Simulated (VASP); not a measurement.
# MgO (P6_3/mmc) in VASP: a series of runs, part 2 of 2

VASP 6.6.1. The steps go on from the part before.

## Step 3: Single point, PBEsol

This run uses another cell than the first one, of the same volume but with other edges.

The input, INCAR:

```
  ALGO = Normal
  EDIFF = 1E-6
  ENCUT = 520
  GGA = PS
  ISIF = 2
  ISMEAR = 0
  LASPH = T
  LCHARG = F
  LREAL = F
  LWAVE = F
  NBANDS = 16
  NELM = 100
  PREC = Accurate
  SIGMA = 0.05
```

The input, KPOINTS:

```
k-points
0
Gamma
  9 9 6
```

The input, POSCAR:

```
MgO
1.0
    3.4947663883      0.0000000000      0.0000000000
   -1.7473831942      3.0265564725      0.0000000000
    0.0000000000      0.0000000000      4.1947132285
Mg O
2 2
Direct
    0.6666666667      0.3333333333      0.7500000000
    0.3333333333      0.6666666667      0.2500000000
    0.6666666667      0.3333333333      0.2500000000
    0.3333333333      0.6666666667      0.7500000000
```

Potentials or basis: VASP PAW PBE potentials, release 64 (Mg, O).

The run is started by

```bash
$ cat potpaw_PBE.64/Mg/POTCAR potpaw_PBE.64/O/POTCAR > POTCAR
$ mpirun -np 1 vasp_std > vasp.out
```

Run time: 27 s. Hardware: 1 thread of Intel Xeon Platinum 8488C (Sapphire Rapids), shared host; peak memory 0.17 GiB.

The run converged. Its results:

```yaml
Free_energy: -24.7590 eV
Pressure: -0.4 GPa
Band_gap_on_the_k_mesh: 3.27 eV, direct
```

Stress tensor (GPa, compression positive):
```
-0.40  0.00  0.00
 0.00 -0.40  0.00
 0.00  0.00 -0.48
```

Levels at points of the mesh, in eV from the valence-band top:
```csv
k point,band 6,band 7,band 8,band 9,band 10,band 11
"(0.00, 0.00, 0.00)",-0.81,-0.81,0.00,3.27,9.31,12.02
"(0.00, 0.00, 0.50)",-1.29,-1.29,-1.29,6.30,6.30,12.72
```

Caveat: the PAW data sets were made with another functional, which shifts forces and pressure a little.

## Step 4: Single point, PBEsol

This run uses another cell than the first one, of 11.27 Å³/atom, 1.017 times its volume.

The input, INCAR:

```
SYSTEM = MgO
ALGO     = Normal         ! electronic algorithm
EDIFF    = 1E-6           ! SCF threshold, eV
ENCUT    = 520            ! plane-wave cutoff, eV
GGA      = PS             ! functional
ISIF     = 2              ! what is computed and relaxed
ISMEAR   = 0              ! smearing method
LASPH    = .True.         ! aspherical terms in the spheres
LCHARG   = .True.         ! write CHGCAR
LELF     = .True.         ! ELF
LREAL    = .False.        ! projectors in reciprocal space
LVHAR    = .True.       
LWAVE    = .False.        ! write WAVECAR
NBANDS   = 16             ! bands
NELM     = 60             ! most SCF steps
PREC     = Accurate       ! precision mode
SIGMA    = 0.05           ! smearing width, eV
```

The input, KPOINTS:

```
k-points
0
Gamma
  9 9 6
  0 0 0
```

The input, POSCAR:

```
MgO
1.0
    3.5530000000      0.0000000000      0.0000000000
   -1.7765000000      3.0769882596      0.0000000000
    0.0000000000      0.0000000000      4.1248000000
Mg O
2 2
Direct
    0.6666666667      0.3333333333      0.7500000000
    0.3333333333      0.6666666667      0.2500000000
    0.6666666667      0.3333333333      0.2500000000
    0.3333333333      0.6666666667      0.7500000000
```

The run is started by

```bash
$ cat potpaw_PBE.64/Mg/POTCAR potpaw_PBE.64/O/POTCAR > POTCAR
$ mpirun -np 1 vasp_std > vasp.out
```

Run time: 30 s. Hardware: 1 thread of Intel Xeon Platinum 8488C (Sapphire Rapids), shared host; peak memory 0.18 GiB.

The run converged. Its results:

```
Free energy            : -24.7371 eV
Pressure               : -2.0 GPa
Band gap on the k mesh : 3.23 eV, direct
```

Stress tensor (GPa, compression positive):
```
-3.83  0.00  0.00
 0.00 -3.83  0.00
 0.00  0.00  1.65
```

Levels at points of the mesh, in eV from the valence-band top:
```csv
k point,band 5,band 6,band 7,band 8,band 9,band 10,band 11,band 12
"(0.00, 0.00, 0.00)",-1.71,-0.70,-0.70,0.00,3.23,9.36,12.09,12.09
"(0.00, 0.00, 0.50)",-1.22,-1.22,-1.22,-1.22,6.29,6.29,12.45,12.45
```

Caveat: the PAW data sets were made with another functional, which shifts forces and pressure a little. PBEsol gaps usually lie below the measured ones, often by a third to a half.

## Step 5: Single point, PBEsol

This run uses another cell than the first one, of 11.26 Å³/atom, 1.016 times its volume.

The input, INCAR:

```
SYSTEM = MgO
PREC = Accurate
ENCUT = 520
EDIFF = 1E-6
ISMEAR = 0
SIGMA = 0.05
LREAL = .FALSE.
LASPH = .TRUE.
NELM = 80
ALGO = Normal
ISIF = 2
LWAVE = .FALSE.
LCHARG = .FALSE.
GGA = PS
NBANDS = 16
```

The input, KPOINTS:

```
Automatic mesh
0
G
  9 9 6
  0 0 0
```

The input, POSCAR:

```
MgO
1.0
    3.4365000000      0.0000000000      0.0000000000
   -1.7182500000      2.9760963001      0.0000000000
    0.0000000000      0.0000000000      4.4044000000
Mg O
2 2
Direct
    0.6666666667      0.3333333333      0.7500000000
    0.3333333333      0.6666666667      0.2500000000
    0.6666666667      0.3333333333      0.2500000000
    0.3333333333      0.6666666667      0.7500000000
```

The run is started by

```bash
$ cat potpaw_PBE.64/Mg/POTCAR potpaw_PBE.64/O/POTCAR > POTCAR
$ mpirun -np 1 vasp_std > vasp.out
```

It took 31 s on 1 thread of Intel Xeon Platinum 8488C (Sapphire Rapids), shared host; peak memory 0.18 GiB.

Results (log left out):

* Free energy: -24.6916 eV
* Pressure: -1.6 GPa
* Band gap on the k mesh: 3.11 eV, direct

Stress tensor (GPa, compression positive):
```
 1.57  0.00  0.00
 0.00  1.57  0.00
 0.00  0.00 -8.01
```

Levels at points of the mesh, in eV from the valence-band top:
| k point | band 6 | band 7 | band 8 | band 9 | band 10 | band 11 |
| --- | --- | --- | --- | --- | --- | --- |
| (0.00, 0.00, 0.00) | -0.94 | -0.94 | 0.00 | 3.11 | 8.94 | 11.26 |
| (0.00, 0.00, 0.50) | -1.33 | -1.33 | -1.33 | 6.09 | 6.09 | 13.01 |

Caveat: the PAW data sets were made with another functional, which shifts forces and pressure a little. As with any semilocal functional, this PBEsol gap is likely too small.

## Step 6: Single point, PBEsol

This run uses another cell than the first one, of 11.28 Å³/atom, 1.018 times its volume.

The input, INCAR:

```
SYSTEM = MgO
  PREC = Accurate
  ENCUT = 520
  EDIFF = 1E-6
  ISMEAR = 0
  SIGMA = 0.05
  LREAL = .False.
  LASPH = .True.
  NELM = 80
  ALGO = Normal
  ISIF = 2
  LWAVE = .False.
  LCHARG = .True.
  GGA = PS
  LELF = .True.
  LVHAR = .True.
  NBANDS = 16
```

The input, KPOINTS:

```
regular mesh
0
Gamma
  9 9 6
  0 0 0
```

The input, POSCAR:

```
MgO
1.0
    3.4947663883      0.0000000000      0.0000000000
   -1.7473831942      3.0265564725      0.0000000000
    0.0000000000      0.0000000000      4.2646000000
Mg O
2 2
Direct
    0.6666666667      0.3333333333      0.7500000000
    0.3333333333      0.6666666667      0.2500000000
    0.6666666667      0.3333333333      0.2500000000
    0.3333333333      0.6666666667      0.7500000000
```

Potentials or basis: VASP PAW PBE potentials, release 64 (Mg, O).

The run is started by

```bash
$ cat potpaw_PBE.64/Mg/POTCAR potpaw_PBE.64/O/POTCAR > POTCAR
$ mpirun -np 1 vasp_std > vasp.out
```

OUTCAR:

```text
SYSTEM = MgO
   PREC = Accurate
   ENCUT = 520
   EDIFF = 1E-6
   ISMEAR = 0
   LREAL = .False.
   LASPH = .True.
   NELM = 80
   ISIF = 2
   GGA = PS

 ion  position               nearest neighbor table
   1  0.667  0.333  0.750-   4 2.02   4 2.02   4 2.02   3 2.13   3 2.13   2 2.94   2 2.94   2 2.94
                             2 2.94   2 2.94   2 2.94
   2  0.333  0.667  0.250-   3 2.02   3 2.02   3 2.02   4 2.13   4 2.13   1 2.94   1 2.94   1 2.94
                             1 2.94   1 2.94   1 2.94
   3  0.667  0.333  0.250-   2 2.02   2 2.02   2 2.02   1 2.13   1 2.13
   4  0.333  0.667  0.750-   1 2.02   1 2.02   1 2.02   2 2.13   2 2.13

[... 661 lines left out ...]
  -------------------------------------------------------------------------------------
  Total       -0.4586903     -0.4586903     -1.2350274      0.0000000     -0.0000000      0.0000000
  in kB      -16.2923945    -16.2923945    -43.8674056      0.0000000     -0.0000000      0.0000000
  external PRESSURE =     -25.4840649 kB  Pullay stress =       0.0000000 kB

 VOLUME and BASIS-vectors are now :
 -----------------------------------------------------------------------------
  energy-cutoff  :      520.00
  volume of cell :       45.11
      direct lattice vectors                 reciprocal lattice vectors
     3.494766388  0.000000000  0.000000000     0.286142159  0.165204253  0.000000000
    -1.747383194  3.026556472  0.000000000     0.000000000  0.330408505  0.000000000
     0.000000000  0.000000000  4.264600000     0.000000000  0.000000000  0.234488580

 POSITION                                       TOTAL-FORCE (eV/Angst)
 -----------------------------------------------------------------------------------
      1.74738      1.00885      3.19845        -0.000000      0.000000     -0.000000
     -0.00000      2.01770      1.06615         0.000000      0.000000     -0.000000
      1.74738      1.00885      1.06615         0.000000      0.000000      0.000000
     -0.00000      2.01770      3.19845        -0.000000      0.000000      0.000000
 -----------------------------------------------------------------------------------
    total drift:                               -0.000000      0.000000     -0.000000

  FREE ENERGIE OF THE ION-ELECTRON SYSTEM (eV)
  ---------------------------------------------------
  free  energy   TOTEN  =       -24.7482976269 eV

  energy  without entropy=      -24.7482976269  energy(sigma->0) =      -24.74829763
```

OSZICAR:

```text
N       E                     dE             d eps       ncg     rms          rms(c)
DAV:   1     0.589766346937E+02    0.58977E+02   -0.75928E+03  1560   0.889E+02
DAV:   2    -0.243533069685E+02   -0.83330E+02   -0.75788E+02  2144   0.193E+02
DAV:   3    -0.283187478095E+02   -0.39654E+01   -0.39535E+01  1712   0.436E+01
DAV:   4    -0.283348299327E+02   -0.16082E-01   -0.16082E-01  1864   0.323E+00
DAV:   5    -0.283349096104E+02   -0.79678E-04   -0.79678E-04  1736   0.220E-01    0.104E+01
DAV:   6    -0.248605182964E+02    0.34744E+01   -0.90927E+00  1616   0.232E+01    0.357E+00
DAV:   7    -0.247864232626E+02    0.74095E-01   -0.14883E-01  1560   0.314E+00    0.207E+00
DAV:   8    -0.247504882684E+02    0.35935E-01   -0.94664E-02  1632   0.321E+00    0.511E-01
DAV:   9    -0.247478159527E+02    0.26723E-02   -0.65623E-03  1832   0.715E-01    0.111E-01
DAV:  10    -0.247482925823E+02   -0.47663E-03   -0.36162E-04  1544   0.149E-01    0.186E-02
DAV:  11    -0.247482995974E+02   -0.70151E-05   -0.15790E-05  1824   0.278E-02    0.166E-02
DAV:  12    -0.247482979676E+02    0.16299E-05   -0.34840E-06  1536   0.154E-02    0.503E-03
DAV:  13    -0.247482976269E+02    0.34071E-06   -0.84220E-07   848   0.753E-03
   1 F= -.24748298E+02 E0= -.24748298E+02  d E =-.676384E-13
```

It took 30 s on 1 thread of Intel Xeon Platinum 8488C (Sapphire Rapids), shared host; peak memory 0.17 GiB.

What came out:

```
Free energy            : -24.7483 eV
Pressure               : -2.5 GPa
Band gap on the k mesh : 3.16 eV, direct
```

Levels at points of the mesh, in eV from the valence-band top:
| k point | band 6 | band 7 | band 8 | band 9 | band 10 | band 11 |
| --- | --- | --- | --- | --- | --- | --- |
| (0.00, 0.00, 0.00) | -0.83 | -0.83 | 0.00 | 3.16 | 9.10 | 11.72 |
| (0.00, 0.00, 0.50) | -1.28 | -1.28 | -1.28 | 6.18 | 6.18 | 12.70 |

Caveat: the PAW data sets were made with another functional, which shifts forces and pressure a little.

## Step 7: Overview

```csv
cell,gap on the mesh (eV),pressure (GPa)
"a = 3.553, b = 3.553, c = 4.055 Å, angles 90.0, 90.0, 120.0°, 4 atoms",3.34,0.7
"a = 3.495, b = 3.495, c = 4.195 Å, angles 90.0, 90.0, 120.0°, 4 atoms",3.27,-0.4
"a = 3.553, b = 3.553, c = 4.125 Å, angles 90.0, 90.0, 120.0°, 4 atoms",3.23,-2.0
"a = 3.437, b = 3.436, c = 4.404 Å, angles 90.0, 90.0, 120.0°, 4 atoms",3.11,-1.6
"a = 3.495, b = 3.495, c = 4.265 Å, angles 90.0, 90.0, 120.0°, 4 atoms",3.16,-2.5
```

Alike in all rows: task single point; level PBEsol; potentials or basis VASP PAW PBE potentials, release 64 (Mg, O); no spin polarisation; k mesh 9 × 9 × 6; cutoff (eV) 520; smearing gaussian 0.05 eV.

Caveats: the PAW data sets were made with another functional, which shifts forces and pressure a little.

Absolute energies hang on the potentials; compare differences alone.
